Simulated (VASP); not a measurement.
# BAs (pbe) (F-43m) in VASP: single point with PBE

Aim: the single point of BAs (pbe) with PBE.

Everything below comes from runs of VASP 6.6.1. Logs are shortened: lines on timing, memory, paths and dates and some standing lists are left out, and cuts for length are marked.

**1. The cell of the first run**

It takes space group F-43m (No. 216, cubic). Conventional cell: a = 4.809 Å, b = 4.809 Å, c = 4.809 Å, α = 90.00°, β = 90.00°, γ = 90.00°. Within 2.8 Å of B (site symmetry -43m) lie 4 As at 2.08 Å. Within 2.8 Å of As (site symmetry -43m) lie 4 B at 2.08 Å.

**2. Single point, PBE**

Contents of INCAR:

```
PREC = Accurate
ENCUT = 500
EDIFF = 1E-6
ISMEAR = 0
SIGMA = 0.02
LREAL = F
LASPH = T
NELM = 120
ALGO = Normal
ISIF = 2
LWAVE = F
LCHARG = F
GGA = PE
NBANDS = 11
GGA_COMPAT = F
```

Contents of KPOINTS:

```
Automatic mesh
0
Gamma
  10 10 10
```

Contents of POSCAR:

```
BAs
1.0
    0.0000000000      2.4045652620      2.4045652620
    2.4045652620      0.0000000000      2.4045652620
    2.4045652620      2.4045652620      0.0000000000
B As
1 1
Direct
    0.0000000000      0.0000000000      0.0000000000
    0.2500000000      0.2500000000      0.2500000000
```

Potentials or basis: VASP PAW PBE potentials, release 64 (B, As).

Command:

```bash
> cat potpaw_PBE.64/B/POTCAR potpaw_PBE.64/As/POTCAR > POTCAR
> mpirun -np 1 vasp_std > vasp.out
```

OUTCAR:

```text
PREC = Accurate
   ENCUT = 500
   EDIFF = 1E-6
   ISMEAR = 0
   LREAL = F
   LASPH = T
   NELM = 120
   ISIF = 2
   GGA = PE

 ion  position               nearest neighbor table
   1  0.000  0.000  0.000-   2 2.08   2 2.08   2 2.08   2 2.08
   2  0.250  0.250  0.250-   1 2.08   1 2.08   1 2.08   1 2.08

  LATTYP: Found a face centered cubic cell.
 ALAT       =     4.8091305240

  Lattice vectors:

 A1 = (   0.0000000000,   2.4045652620,   2.4045652620)
 A2 = (   2.4045652620,   0.0000000000,   2.4045652620)
 A3 = (   2.4045652620,   2.4045652620,   0.0000000000)

Analysis of symmetry for initial positions (statically):
=====================================================================
 Subroutine PRICEL returns:
 Original cell was already a primitive cell.

 Routine SETGRP: Setting up the symmetry group for a
 face centered cubic supercell.

 Subroutine GETGRP returns: Found 24 space group operations
 (whereof 24 operations were pure point group operations)
 out of a pool of 48 trial point group operations.

The static configuration has the point symmetry T_d .

Analysis of symmetry for dynamics (positions and initial velocities):
=====================================================================
 Subroutine PRICEL returns:
 Original cell was already a primitive cell.

 Routine SETGRP: Setting up the symmetry group for a
 face centered cubic supercell.

 Subroutine GETGRP returns: Found 24 space group operations
 (whereof 24 operations were pure point group operations)
 out of a pool of 48 trial point group operations.

The dynamic configuration has the point symmetry T_d .

 Subroutine INISYM returns: Found 24 space group operations
 (whereof 24 operations are pure point group operations),
 and found     1 'primitive' translations

----------------------------------------------------------------------------------------

                                     Primitive cell

  volume of cell :      27.8061

  direct lattice vectors                    reciprocal lattice vectors
     0.000000000  2.404565262  2.404565262    -0.207937796  0.207937796  0.207937796
     2.404565262  0.000000000  2.404565262     0.207937796 -0.207937796  0.207937796
     2.404565262  2.404565262  0.000000000     0.207937796  0.207937796 -0.207937796

  length of vectors
     3.400568805  3.400568805  3.400568805     0.360158827  0.360158827  0.360158827

  position of ions in fractional coordinates (direct lattice)
     0.000000000  0.000000000  0.000000000
     0.250000000  0.250000000  0.250000000

  ion indices of the primitive-cell ions
   primitive index   ion index
                 1           1
                 2           2

----------------------------------------------------------------------------------------

 KPOINTS: Automatic mesh

Automatic generation of k-mesh.
 Grid dimensions read from file:
 generate k-points for:   10   10   10

 Generating k-lattice:

  Cartesian coordinates                     Fractional coordinates (reciprocal lattice)
    -0.020793780  0.020793780  0.020793780     0.100000000  0.000000000  0.000000000
     0.020793780 -0.020793780  0.020793780     0.000000000  0.100000000  0.000000000
     0.020793780  0.020793780 -0.020793780     0.000000000  0.000000000  0.100000000

  Length of vectors
     0.036015883  0.036015883  0.036015883

  Shift w.r.t. Gamma in fractional coordinates (k-lattice)
     0.000000000  0.000000000  0.000000000

 Subroutine IBZKPT returns following result:
 ===========================================

 Found     47 irreducible k-points:

 Following reciprocal coordinates:
            Coordinates               Weight
  0.000000  0.000000  0.000000      1.000000
  0.100000  0.000000  0.000000      8.000000
  0.200000  0.000000  0.000000      8.000000
  0.300000  0.000000  0.000000      8.000000
  0.400000  0.000000  0.000000      8.000000
  0.500000  0.000000  0.000000      4.000000
[... 16 lines left out ...]
  0.300000  0.300000  0.000000      6.000000
  0.400000  0.300000  0.000000     24.000000
 [... further k-points ...]
   k-points           NKPTS =     47   k-points in BZ     NKDIM =     47   number of bands    NBANDS=     11
   number of dos      NEDOS =    301   number of ions     NIONS =      2
   total plane-waves  NPLWV =  21952
   dimension x,y,z NGX =    28 NGY =   28 NGZ =   28
   dimension x,y,z NGXF=    56 NGYF=   56 NGZF=   56
   ions per type =               1   1
   NGX,Y,Z   is equivalent  to a cutoff of  13.69, 13.69, 13.69 a.u.
   NGXF,Y,Z  is equivalent  to a cutoff of  27.38, 27.38, 27.38 a.u.
 SYSTEM =  unknown system
   PREC   = accura    normal or accurate (medium, high low for compatibility)
   ISTART =      0    job   : 0-new  1-cont  2-samecut
   ICHARG =      2    charge: 1-file 2-atom 10-const
   ISPIN  =      1    spin polarized calculation?
   LNONCOLLINEAR =      F non collinear calculations
   LSORBIT =      F    spin-orbit coupling
   LASPH  =      T    aspherical Exc in radial PAW
   ENCUT  =  500.0 eV  36.75 Ry    6.06 a.u.   6.20  6.20  6.20*2*pi/ulx,y,z
   NELM   =    120;   NELMIN=  2; NELMDL= -5     # of ELM steps
   EDIFF  = 0.1E-05   stopping-criterion for ELM
   LREAL  =      F    real-space projection
   EDIFFG = 0.1E-04   stopping-criterion for IOM
   NSW    =      0    number of steps for IOM
   IBRION =     -1    ionic relax: 0-MD 1-quasi-New 2-CG
   NFREE  =      0    steps in history (QN), initial steepest desc. (CG)
   ISIF   =      2    stress and relaxation
   ISYM   =      2    0-nonsym 1-usesym 2-fastsym
   POTIM  = 0.5000    time-step for ionic-motion
   TEBEG  =    0.0;   TEEND  =   0.0 temperature during run
   PSTRESS=    0.0 pullay stress
   NELECT =       8.0000    total number of electrons
   NUPDOWN=      -1.0000    fix difference up-down
   EMIN   =  10.00;   EMAX   =-10.00  energy-range for DOS
   EFERMI =   0.00;   METHOD = LEGACY
   ISMEAR =     0;   SIGMA  =   0.02  broadening in eV -4-tet -1-fermi 0-gaus
   EFERMI_NEDOS =   21; number of points for ismear=-14 and -15
   IALGO  =     38    algorithm
   IMIX   =      4    mixing-type and parameters
     AMIX     =   0.40;   BMIX     =  1.00
     AMIX_MAG =   1.60;   BMIX_MAG =  1.00
  volume/ion in A,a.u.               =      13.90        93.82
  Fermi-wavevector in a.u.,A,eV,Ry     =   1.080749  2.042320 15.891861  1.168019
  Thomas-Fermi vector in A             =   2.216748
   LORBIT       =      0    0 simple, 1 ext, 2 COOP (PROOUT), +10 PAW based schemes
   GGA     = PE    functional components
   LHFCALC =     F    Hartree Fock is set to
   AEXX    =    0.0000 exact exchange contribution
   IVDW    =     0    specifies the selected vdW correction
   LEPSILON=     F    determine dielectric tensor
   LRPA    =     F    only Hartree local field effects (RPA)
 non-spin polarized calculation
 Gauss-broadening in eV      SIGMA  =   0.02
  energy-cutoff  :      500.00
  volume of cell :       27.81
 maximum number of plane-waves:       725
 NGX is ok and might be reduce to    28
   NGX = 13   NGY = 13   NGZ = 13

 number of electron       8.0000000 magnetization

 Free energy of the ion-electron system (eV)
  ---------------------------------------------------
  ext. energy  EPLUGINS =         0.00000000
  ---------------------------------------------------
  free energy    TOTEN  =       -11.41315565 eV

  energy without entropy =      -11.41315565  energy(sigma->0) =      -11.41315565

 E-fermi :   6.0349     XC(G=0): -10.4973

 val. band max:        5.9062369919   @ k =   0.0000   0.0000   0.0000
 cond. band min:       7.1023048005   @ k =   0.4000   0.4000   0.0000
 fundamental gap:      1.1960678086
 Fermi energy:         6.0348994420

 k-point     1 :       0.0000    0.0000    0.0000
  band No.  band energies     occupation
      1      -9.3130      2.00000
      2       5.9062      2.00000
      3       5.9062      2.00000
      4       5.9062      2.00000
      5       9.1578      0.00000
      6       9.1578      0.00000
      7       9.1578      0.00000
      8      10.3387      0.00000
      9      15.3924      0.00000
     10      18.7759      0.00000
     11      18.7759      0.00000

 k-point     2 :       0.1000    0.0000    0.0000
  band No.  band energies     occupation
      1      -9.1519      2.00000
      2       4.5224      2.00000
      3       5.6116      2.00000
      4       5.6116      2.00000
      5       9.2608      0.00000
      6       9.5465      0.00000
      7       9.5465      0.00000
      8      11.2582      0.00000
      9      16.0233      0.00000
     10      17.7332      0.00000
     11      17.7332      0.00000

 k-point     3 :       0.2000    0.0000    0.0000
  band No.  band energies     occupation
      1      -8.6769      2.00000
      2       2.1897      2.00000
      3       5.0484      2.00000
      4       5.0484      2.00000
      5       9.0154      0.00000
      6      10.2527      0.00000
      7      10.2527      0.00000
      8      12.9237      0.00000
      9      17.0187      0.00000
     10      17.0236      0.00000
     11      17.0236      0.00000

 k-point     4 :       0.3000    0.0000    0.0000
  band No.  band energies     occupation
      1      -7.9252      2.00000
      2      -0.0638      2.00000
      3       4.5491      2.00000
      4       4.5491      2.00000
      5       8.7331      0.00000
      6      10.6591      0.00000
      7      10.6591      0.00000
      8      14.2397      0.00000
      9      17.1379      0.00000
     10      17.4521      0.00000
     11      17.4521      0.00000

 k-point     5 :       0.4000    0.0000    0.0000
  band No.  band energies     occupation
      1      -7.0308      2.00000
      2      -1.9006      2.00000
      3       4.2283      2.00000
      4       4.2283      2.00000
      5       8.5455      0.00000
      6      10.6967      0.00000
      7      10.6967      0.00000
      8      14.7104      0.00000
      9      17.8189      0.00000
     10      18.9348      0.00000
     11      18.9348      0.00000
[... 211 lines left out ...]
 k-point    21 :      -0.3000    0.2000    0.0000
  band No.  band energies     occupation
      1      -6.8202      2.00000
      2      -1.0441      2.00000
      3       1.3724      2.00000
      4       3.9904      2.00000
      5       9.3847      0.00000
      6      11.7814      0.00000
      7      12.0258      0.00000
      8      13.9122      0.00000
      9      16.5444      0.00000
     10      17.8797      0.00000
     11      21.0241      0.00000

 k-point    22 :      -0.2000    0.2000    0.0000
  band No.  band energies     occupation
      1      -7.6670      2.00000
      2       0.4881      2.00000
      3       1.9178      2.00000
      4       4.6375      2.00000
      5       9.7632      0.00000
      6      10.9710      0.00000
      7      11.8340      0.00000
      8      12.8126      0.00000
      9      15.7623      0.00000
     10      18.4022      0.00000
     11      19.8800      0.00000

 k-point    23 :       0.3000    0.3000    0.0000
  band No.  band energies     occupation
      1      -7.4347      2.00000
      2       0.7211      2.00000
      3       2.7842      2.00000
      4       2.7842      2.00000
      5       7.3158      0.00000
      6       9.5517      0.00000
      7      14.2329      0.00000
      8      14.2329      0.00000
      9      16.7257      0.00000
     10      20.7410      0.00000
     11      20.8970      0.00000

 k-point    24 :       0.4000    0.3000    0.0000
  band No.  band energies     occupation
      1      -6.7238      2.00000
      2      -0.4978      2.00000
      3       2.0129      2.00000
      4       2.4926      2.00000
      5       7.6128      0.00000
      6       9.2944      0.00000
      7      14.5997      0.00000
      8      14.8433      0.00000
      9      17.7851      0.00000
     10      21.4680      0.00000
     11      21.6475      0.00000

 [... further k-points ...]
[... 5 lines left out ...]
  --------------------------------------------------------------------------------------
  -------------------------------------------------------------------------------------
  Total        0.1058511      0.1058511      0.1058511     -0.0000000      0.0000000      0.0000000
  in kB        6.0991082      6.0991082      6.0991082     -0.0000000      0.0000000      0.0000000
  external PRESSURE =       6.0991082 kB  Pullay stress =       0.0000000 kB

 VOLUME and BASIS-vectors are now :
 -----------------------------------------------------------------------------
  energy-cutoff  :      500.00
  volume of cell :       27.81
      direct lattice vectors                 reciprocal lattice vectors
     0.000000000  2.404565262  2.404565262    -0.207937796  0.207937796  0.207937796
     2.404565262  0.000000000  2.404565262     0.207937796 -0.207937796  0.207937796
     2.404565262  2.404565262  0.000000000     0.207937796  0.207937796 -0.207937796

 POSITION                                       TOTAL-FORCE (eV/Angst)
 -----------------------------------------------------------------------------------
      0.00000      0.00000      0.00000         0.000000      0.000000      0.000000
      1.20228      1.20228      1.20228        -0.000000     -0.000000     -0.000000
 -----------------------------------------------------------------------------------
    total drift:                               -0.000000     -0.000000     -0.000000

  FREE ENERGIE OF THE ION-ELECTRON SYSTEM (eV)
  ---------------------------------------------------
  free  energy   TOTEN  =       -11.4131556521 eV

  energy  without entropy=      -11.4131556521  energy(sigma->0) =      -11.41315565
```

It took 27 s on 1 thread of Intel Xeon 8259CL, shared host; peak memory 0.16 GiB.

What came out:

```
Free energy            : -11.4132 eV
Pressure               : 0.6 GPa
Band gap on the k mesh : 1.20 eV, indirect (least direct gap 3.25 eV)
```

Levels at points of the mesh, in eV from the valence-band top:
```
           k point  band 1  band 2  band 3  band 4  band 5  band 6  band 7  band 8
(0.00, 0.00, 0.00)  -15.22    0.00    0.00    0.00    3.25    3.25    3.25    4.43
(0.50, 0.00, 0.00)  -12.42   -8.64   -1.79   -1.79    2.58    4.76    4.76    8.82
(0.50, 0.50, 0.00)  -11.13   -8.42   -4.00   -4.00    1.45    1.46   11.18   11.18
```

A k mesh can miss the band edges.
